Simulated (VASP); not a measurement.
# RbBr (Pm-3m) in VASP: settings compared

RbBr is run at these levels: PBE, BLYP; tasks: single point.

Program: VASP 6.6.1. These are calculated values, not measurements. Logs are shortened: lines on timing, memory, paths and dates and some standing lists are left out, and cuts for length are marked.

### Step 1. The cell of the first run

It takes space group Pm-3m (No. 221, cubic). The conventional cell has a = 4.193 Å, b = 4.193 Å, c = 4.193 Å, α = 90.00°, β = 90.00°, γ = 90.00°. Within 4.8 Å of Rb (site symmetry m-3m) lie 8 Br at 3.63 Å and 6 Rb at 4.19 Å. Br (site symmetry m-3m) has 8 Rb at 3.63 Å and 6 Br at 4.19 Å within 4.8 Å.

### Step 2. Single point, PBE

INCAR

```
SYSTEM = RbBr
PREC = Accurate
ENCUT = 520
EDIFF = 1E-6
ISMEAR = -1
SIGMA = 0.05
LREAL = .FALSE.
LASPH = .TRUE.
NELM = 80
ALGO = Normal
ISIF = 2
LWAVE = .FALSE.
LCHARG = .FALSE.
GGA = PE
NBANDS = 15
```

KPOINTS

```
Automatic mesh
0
G
  7 7 7
  0 0 0
```

POSCAR

```
RbBr
1.0
    4.1925831294      0.0000000000      0.0000000000
    0.0000000000      4.1925831294      0.0000000000
    0.0000000000      0.0000000000      4.1925831294
Rb Br
1 1
Direct
    0.0000000000      0.0000000000      0.0000000000
    0.5000000000      0.5000000000      0.5000000000
```

Potentials or basis: VASP PAW PBE potentials, release 64 (Rb_sv, Br).

Launch:

```console
> cat potpaw_PBE.64/Rb_sv/POTCAR potpaw_PBE.64/Br/POTCAR > POTCAR
> mpirun -np 1 vasp_std > vasp.out
```

OUTCAR:

```text
SYSTEM = RbBr
   PREC = Accurate
   ENCUT = 520
   EDIFF = 1E-6
   ISMEAR = -1
   LREAL = .FALSE.
   LASPH = .TRUE.
   NELM = 80
   ISIF = 2
   GGA = PE

 ion  position               nearest neighbor table
   1  0.000  0.000  0.000-   2 3.63   2 3.63   2 3.63   2 3.63   2 3.63   2 3.63   2 3.63   2 3.63

   2  0.500  0.500  0.500-   1 3.63   1 3.63   1 3.63   1 3.63   1 3.63   1 3.63   1 3.63   1 3.63

  LATTYP: Found a simple cubic cell.
 ALAT       =     4.1925831294

  Lattice vectors:

 A1 = (   4.1925831294,   0.0000000000,   0.0000000000)
 A2 = (   0.0000000000,   4.1925831294,   0.0000000000)
 A3 = (   0.0000000000,   0.0000000000,   4.1925831294)

Analysis of symmetry for initial positions (statically):
=====================================================================
 Subroutine PRICEL returns:
 Original cell was already a primitive cell.

 Routine SETGRP: Setting up the symmetry group for a
 simple cubic supercell.

 Subroutine GETGRP returns: Found 48 space group operations
 (whereof 48 operations were pure point group operations)
 out of a pool of 48 trial point group operations.

The static configuration has the point symmetry O_h .

Analysis of symmetry for dynamics (positions and initial velocities):
=====================================================================
 Subroutine PRICEL returns:
 Original cell was already a primitive cell.

 Routine SETGRP: Setting up the symmetry group for a
 simple cubic supercell.

 Subroutine GETGRP returns: Found 48 space group operations
 (whereof 48 operations were pure point group operations)
 out of a pool of 48 trial point group operations.

The dynamic configuration has the point symmetry O_h .

 Subroutine INISYM returns: Found 48 space group operations
 (whereof 48 operations are pure point group operations),
 and found     1 'primitive' translations

----------------------------------------------------------------------------------------

                                     Primitive cell

  volume of cell :      73.6962

  direct lattice vectors                    reciprocal lattice vectors
     4.192583129  0.000000000  0.000000000     0.238516439  0.000000000  0.000000000
     0.000000000  4.192583129  0.000000000     0.000000000  0.238516439  0.000000000
     0.000000000  0.000000000  4.192583129     0.000000000  0.000000000  0.238516439

  length of vectors
     4.192583129  4.192583129  4.192583129     0.238516439  0.238516439  0.238516439

[... 83 lines left out ...]
   POTIM  = 0.5000    time-step for ionic-motion
   TEBEG  =    0.0;   TEEND  =   0.0 temperature during run
   PSTRESS=    0.0 pullay stress
   NELECT =      16.0000    total number of electrons
   NUPDOWN=      -1.0000    fix difference up-down
   EMIN   =  10.00;   EMAX   =-10.00  energy-range for DOS
   EFERMI =   0.00;   METHOD = LEGACY
   ISMEAR =    -1;   SIGMA  =   0.05  broadening in eV -4-tet -1-fermi 0-gaus
   EFERMI_NEDOS =   21; number of points for ismear=-14 and -15
   IALGO  =     38    algorithm
   IMIX   =      4    mixing-type and parameters
     AMIX     =   0.40;   BMIX     =  1.00
     AMIX_MAG =   1.60;   BMIX_MAG =  1.00
  volume/ion in A,a.u.               =      36.85       248.66
  Fermi-wavevector in a.u.,A,eV,Ry     =   0.983935  1.859368 13.172186  0.968128
  Thomas-Fermi vector in A             =   2.115130
   LORBIT       =      0    0 simple, 1 ext, 2 COOP (PROOUT), +10 PAW based schemes
   GGA     = PE    functional components
   LHFCALC =     F    Hartree Fock is set to
   AEXX    =    0.0000 exact exchange contribution
   IVDW    =     0    specifies the selected vdW correction
   LEPSILON=     F    determine dielectric tensor
   LRPA    =     F    only Hartree local field effects (RPA)
 non-spin polarized calculation
  energy-cutoff  :      520.00
  volume of cell :       73.70
 maximum number of plane-waves:      1999
 NGX is ok and might be reduce to    32
   NGX = 15   NGY = 15   NGZ = 15

 number of electron      16.0000001 magnetization

 Free energy of the ion-electron system (eV)
  ---------------------------------------------------
  ext. energy  EPLUGINS =         0.00000000
  ---------------------------------------------------
  free energy    TOTEN  =        -6.00524172 eV

  energy without entropy =       -6.00524172  energy(sigma->0) =       -6.00524172

 E-fermi :   0.2065     XC(G=0):  -7.7266

 val. band max:       -0.9080642108   @ k =   0.4286   0.4286   0.0000
 cond. band min:       3.0374498920   @ k =   0.0000   0.0000   0.0000
 fundamental gap:      3.9455141028
 Fermi energy:         0.2065426959

 k-point     1 :       0.0000    0.0000    0.0000
  band No.  band energies     occupation
      1     -26.0643      2.00000
      2     -13.4285      2.00000
      3     -10.0551      2.00000
      4     -10.0551      2.00000
      5     -10.0551      2.00000
      6      -1.0381      2.00000
      7      -1.0381      2.00000
      8      -1.0381      2.00000
      9       3.0374      0.00000
     10       4.7407      0.00000
     11       4.7407      0.00000
     12       8.9081      0.00000
     13       8.9081      0.00000
     14       8.9081      0.00000
[... 329 lines left out ...]
      2     -13.1850      2.00000
      3     -10.2476      2.00000
      4     -10.2429      2.00000
      5     -10.2429      2.00000
      6      -2.0570      2.00000
      7      -2.0570      2.00000
      8      -2.0117      2.00000
      9       6.6755      0.00000
     10       7.0603      0.00000
     11       7.0603      0.00000
     12       8.0658      0.00000
     13       8.2609      0.00000
     14       8.2609      0.00000
     15      11.0583      0.00000

------------------------ aborting loop because EDIFF is reached ----------------------------------------

  FORCE on cell =-STRESS in cart. coord.  units (eV):
  Direction    XX          YY          ZZ          XY          YZ          ZX
  --------------------------------------------------------------------------------------
  -------------------------------------------------------------------------------------
  Total        0.0290860      0.0290860      0.0290860     -0.0000000     -0.0000000      0.0000000
  in kB        0.6323382      0.6323382      0.6323382     -0.0000000     -0.0000000      0.0000000
  external PRESSURE =       0.6323382 kB  Pullay stress =       0.0000000 kB

 VOLUME and BASIS-vectors are now :
 -----------------------------------------------------------------------------
  energy-cutoff  :      520.00
  volume of cell :       73.70
      direct lattice vectors                 reciprocal lattice vectors
     4.192583129  0.000000000  0.000000000     0.238516439  0.000000000  0.000000000
     0.000000000  4.192583129  0.000000000     0.000000000  0.238516439  0.000000000
     0.000000000  0.000000000  4.192583129     0.000000000  0.000000000  0.238516439

 POSITION                                       TOTAL-FORCE (eV/Angst)
 -----------------------------------------------------------------------------------
      0.00000      0.00000      0.00000         0.000000      0.000000      0.000000
      2.09629      2.09629      2.09629         0.000000      0.000000      0.000000
 -----------------------------------------------------------------------------------
    total drift:                                0.000000      0.000000     -0.000000

  FREE ENERGIE OF THE ION-ELECTRON SYSTEM (eV)
  ---------------------------------------------------
  free  energy   TOTEN  =        -6.0052417245 eV

  energy  without entropy=       -6.0052417245  energy(sigma->0) =       -6.00524172
```

OSZICAR:

```text
N       E                     dE             d eps       ncg     rms          rms(c)
DAV:   1     0.840522005589E+02    0.84052E+02   -0.66600E+03   600   0.913E+02
DAV:   2    -0.513152193400E+00   -0.84565E+02   -0.78010E+02   862   0.165E+02
DAV:   3    -0.614645152876E+01   -0.56333E+01   -0.56026E+01   805   0.438E+01
DAV:   4    -0.625092432572E+01   -0.10447E+00   -0.10445E+00   860   0.589E+00
DAV:   5    -0.625249292837E+01   -0.15686E-02   -0.15686E-02   834   0.575E-01    0.243E+00
DAV:   6    -0.603784555131E+01    0.21465E+00   -0.19036E-01   775   0.230E+00    0.161E+00
DAV:   7    -0.600215123846E+01    0.35694E-01   -0.10625E-01   775   0.180E+00    0.859E-01
DAV:   8    -0.600525447836E+01   -0.31032E-02   -0.13788E-02   741   0.714E-01    0.148E-01
DAV:   9    -0.600509226831E+01    0.16221E-03   -0.63330E-04   824   0.134E-01    0.652E-02
DAV:  10    -0.600524139989E+01   -0.14913E-03   -0.25568E-04   671   0.106E-01    0.135E-02
DAV:  11    -0.600524172449E+01   -0.32460E-06   -0.93291E-06   810   0.204E-02
   1 F= -.60052417E+01 E0= -.60052417E+01  d E =-.376470E-10
```

stdout:

```text
POSCAR found type information on POSCAR RbBr
 POSCAR found :  2 types and       2 ions
 scaLAPACK will be used
 LDA part: xc-table for (Slater+PW92), standard interpolation
 POSCAR, INCAR and KPOINTS ok, starting setup
 FFT: planning ... GRIDC
 FFT: planning ... GRID_SOFT
 FFT: planning ... GRID
 WAVECAR not read
 entering main loop
```

Run time: 20 s. Hardware: 1 thread of Intel Xeon 8259CL, shared host; peak memory 0.18 GiB.

Results:

| Quantity | Value |
| --- | --- |
| Free energy | -6.0052 eV |
| Pressure | 0.1 GPa |
| Band gap on the k mesh | 3.95 eV (least direct gap 4.08 eV) |

Levels at points of the mesh, in eV from the valence-band top:
```csv
k point,band 4,band 5,band 6,band 7,band 8,band 9,band 10,band 11,band 12,band 13
"(0.00, 0.00, 0.00)",-9.15,-9.15,-0.13,-0.13,-0.13,3.95,5.65,5.65,9.82,9.82
```

Caveat: an odd mesh through Γ misses points on the zone boundary, where band edges can lie.

### Step 3. Single point, BLYP

This run uses another cell than the first one, of 39.53 Å³/atom.

INCAR

```
  PREC = Accurate
  ENCUT = 520
  EDIFF = 1E-7
  ISMEAR = -1
  SIGMA = 0.05
  LREAL = False
  LASPH = True
  NELM = 100
  ALGO = Normal
  ISIF = 2
  LWAVE = False
  LCHARG = False
  GGA = B5
  ALDAX = 1.0
  AGGAX = 1.0
  AGGAC = 1.0
  ALDAC = 0.0
  NBANDS = 15
```

KPOINTS

```
Automatic mesh
0
Gamma
  7 7 7
```

POSCAR

```
RbBr
1.0
    4.2920141244      0.0000000000      0.0000000000
    0.0000000000      4.2920141244      0.0000000000
    0.0000000000      0.0000000000      4.2920141244
Rb Br
1 1
Direct
    0.0000000000      0.0000000000      0.0000000000
    0.5000000000      0.5000000000      0.5000000000
```

Potentials or basis: VASP PAW PBE potentials, release 64 (Rb_sv, Br).

Launch:

```console
> cat potpaw_PBE.64/Rb_sv/POTCAR potpaw_PBE.64/Br/POTCAR > POTCAR
> mpirun -np 1 vasp_std > vasp.out
```

OUTCAR:

```text
PREC = Accurate
   ENCUT = 520
   EDIFF = 1E-7
   ISMEAR = -1
   LREAL = False
   LASPH = True
   NELM = 100
   ISIF = 2
   GGA = B5

 ion  position               nearest neighbor table
   1  0.000  0.000  0.000-   2 3.72   2 3.72   2 3.72   2 3.72   2 3.72   2 3.72   2 3.72   2 3.72

   2  0.500  0.500  0.500-   1 3.72   1 3.72   1 3.72   1 3.72   1 3.72   1 3.72   1 3.72   1 3.72

  LATTYP: Found a simple cubic cell.
 ALAT       =     4.2920141244

  Lattice vectors:

 A1 = (   4.2920141244,   0.0000000000,   0.0000000000)
 A2 = (   0.0000000000,   4.2920141244,   0.0000000000)
 A3 = (   0.0000000000,   0.0000000000,   4.2920141244)

Analysis of symmetry for initial positions (statically):
=====================================================================
 Subroutine PRICEL returns:
 Original cell was already a primitive cell.

 Routine SETGRP: Setting up the symmetry group for a
 simple cubic supercell.

 Subroutine GETGRP returns: Found 48 space group operations
 (whereof 48 operations were pure point group operations)
 out of a pool of 48 trial point group operations.

The static configuration has the point symmetry O_h .

Analysis of symmetry for dynamics (positions and initial velocities):
=====================================================================
 Subroutine PRICEL returns:
 Original cell was already a primitive cell.

 Routine SETGRP: Setting up the symmetry group for a
 simple cubic supercell.

 Subroutine GETGRP returns: Found 48 space group operations
 (whereof 48 operations were pure point group operations)
 out of a pool of 48 trial point group operations.

The dynamic configuration has the point symmetry O_h .

 Subroutine INISYM returns: Found 48 space group operations
 (whereof 48 operations are pure point group operations),
 and found     1 'primitive' translations

----------------------------------------------------------------------------------------

                                     Primitive cell

  volume of cell :      79.0648

[... 113 lines left out ...]
   LRPA    =     F    only Hartree local field effects (RPA)
 non-spin polarized calculation
  energy-cutoff  :      520.00
  volume of cell :       79.06
 maximum number of plane-waves:      2158
 NGX is ok and might be reduce to    32
   NGX = 15   NGY = 15   NGZ = 15

 number of electron      15.9999995 magnetization

 Free energy of the ion-electron system (eV)
  ---------------------------------------------------
  ext. energy  EPLUGINS =         0.00000000
  ---------------------------------------------------
  free energy    TOTEN  =        -5.55290324 eV

  energy without entropy =       -5.55290324  energy(sigma->0) =       -5.55290324

 E-fermi :   0.2532     XC(G=0):  -7.1094

 val. band max:       -0.8896207087   @ k =   0.4286   0.4286   0.0000
 cond. band min:       2.8823475662   @ k =   0.0000   0.0000   0.0000
 fundamental gap:      3.7719682749
 Fermi energy:         0.2531886670

 k-point     1 :       0.0000    0.0000    0.0000
  band No.  band energies     occupation
      1     -26.1764      2.00000
      2     -13.3147      2.00000
      3     -10.2200      2.00000
      4     -10.2200      2.00000
      5     -10.2200      2.00000
      6      -1.0133      2.00000
      7      -1.0133      2.00000
      8      -1.0133      2.00000
      9       2.8823      0.00000
     10       4.8360      0.00000
     11       4.8360      0.00000
     12       8.6030      0.00000
     13       8.6030      0.00000
     14       8.6030      0.00000
[... 329 lines left out ...]
      2     -13.1187      2.00000
      3     -10.3749      2.00000
      4     -10.3718      2.00000
      5     -10.3718      2.00000
      6      -1.8933      2.00000
      7      -1.8933      2.00000
      8      -1.8586      2.00000
      9       6.5352      0.00000
     10       6.9288      0.00000
     11       6.9288      0.00000
     12       7.7144      0.00000
     13       7.9196      0.00000
     14       7.9196      0.00000
     15      10.5362      0.00000

------------------------ aborting loop because EDIFF is reached ----------------------------------------

  FORCE on cell =-STRESS in cart. coord.  units (eV):
  Direction    XX          YY          ZZ          XY          YZ          ZX
  --------------------------------------------------------------------------------------
  -------------------------------------------------------------------------------------
  Total        0.0269131      0.0269131      0.0269131      0.0000000      0.0000000      0.0000000
  in kB        0.5453699      0.5453699      0.5453699      0.0000000      0.0000000      0.0000000
  external PRESSURE =       0.5453699 kB  Pullay stress =       0.0000000 kB

 VOLUME and BASIS-vectors are now :
 -----------------------------------------------------------------------------
  energy-cutoff  :      520.00
  volume of cell :       79.06
      direct lattice vectors                 reciprocal lattice vectors
     4.292014124  0.000000000  0.000000000     0.232990846  0.000000000  0.000000000
     0.000000000  4.292014124  0.000000000     0.000000000  0.232990846  0.000000000
     0.000000000  0.000000000  4.292014124     0.000000000  0.000000000  0.232990846

 POSITION                                       TOTAL-FORCE (eV/Angst)
 -----------------------------------------------------------------------------------
      0.00000      0.00000      0.00000         0.000000      0.000000      0.000000
      2.14601      2.14601      2.14601         0.000000      0.000000      0.000000
 -----------------------------------------------------------------------------------
    total drift:                                0.000000      0.000000     -0.000000

  FREE ENERGIE OF THE ION-ELECTRON SYSTEM (eV)
  ---------------------------------------------------
  free  energy   TOTEN  =        -5.5529032378 eV

  energy  without entropy=       -5.5529032378  energy(sigma->0) =       -5.55290324
```

OSZICAR:

```text
N       E                     dE             d eps       ncg     rms          rms(c)
DAV:   1     0.853005375067E+02    0.85301E+02   -0.68602E+03   600   0.932E+02
DAV:   2     0.390865925046E+00   -0.84910E+02   -0.78481E+02   807   0.165E+02
DAV:   3    -0.568074379844E+01   -0.60716E+01   -0.60329E+01   818   0.452E+01
DAV:   4    -0.587708741178E+01   -0.19634E+00   -0.19632E+00   850   0.740E+00
DAV:   5    -0.587832931875E+01   -0.12419E-02   -0.12419E-02   839   0.635E-01    0.215E+00
DAV:   6    -0.560303343258E+01    0.27530E+00   -0.25442E-01   775   0.250E+00    0.128E+00
DAV:   7    -0.555360662230E+01    0.49427E-01   -0.11372E-01   775   0.183E+00    0.762E-01
DAV:   8    -0.555310553657E+01    0.50109E-03   -0.17042E-02   769   0.801E-01    0.161E-01
DAV:   9    -0.555274992472E+01    0.35561E-03   -0.11936E-03   803   0.167E-01    0.762E-02
DAV:  10    -0.555290077999E+01   -0.15086E-03   -0.24958E-04   635   0.119E-01    0.156E-02
DAV:  11    -0.555290149670E+01   -0.71671E-06   -0.10560E-05   841   0.212E-02    0.726E-03
DAV:  12    -0.555290303535E+01   -0.15387E-05   -0.26330E-06   663   0.124E-02    0.166E-03
DAV:  13    -0.555290314295E+01   -0.10760E-06   -0.56420E-08   686   0.153E-03    0.109E-03
DAV:  14    -0.555290323778E+01   -0.94831E-07   -0.28957E-08   510   0.129E-03
   1 F= -.55529032E+01 E0= -.55529032E+01  d E =-.254779E-10
```

stdout:

```text
POSCAR found type information on POSCAR RbBr
 POSCAR found :  2 types and       2 ions
 scaLAPACK will be used
 -----------------------------------------------------------------------------
|                                                                             |
|                                                                             |
|     You enforced a specific xc type in the INCAR file but a different       |
|     I HOPE YOU KNOW WHAT YOU ARE DOING!                                     |
|                                                                             |
 -----------------------------------------------------------------------------

 LDA part: xc-table for (Slater(with rela. corr.)+VWN5), standard interpolation
 POSCAR, INCAR and KPOINTS ok, starting setup
 FFT: planning ... GRIDC
 FFT: planning ... GRID_SOFT
 FFT: planning ... GRID
 WAVECAR not read
 entering main loop
```

Wall time 54 s (1 thread of Intel Xeon 8259CL, shared host); peak memory 0.18 GiB.

Results:

```yaml
Free_energy: -5.5529 eV
Pressure: 0.1 GPa
Band_gap_on_the_k_mesh: 3.77 eV (least direct gap 3.90 eV)
```

Caveat: the PAW data sets were made with another functional, which shifts forces and pressure a little; an odd mesh through Γ misses points on the zone boundary, where band edges can lie.
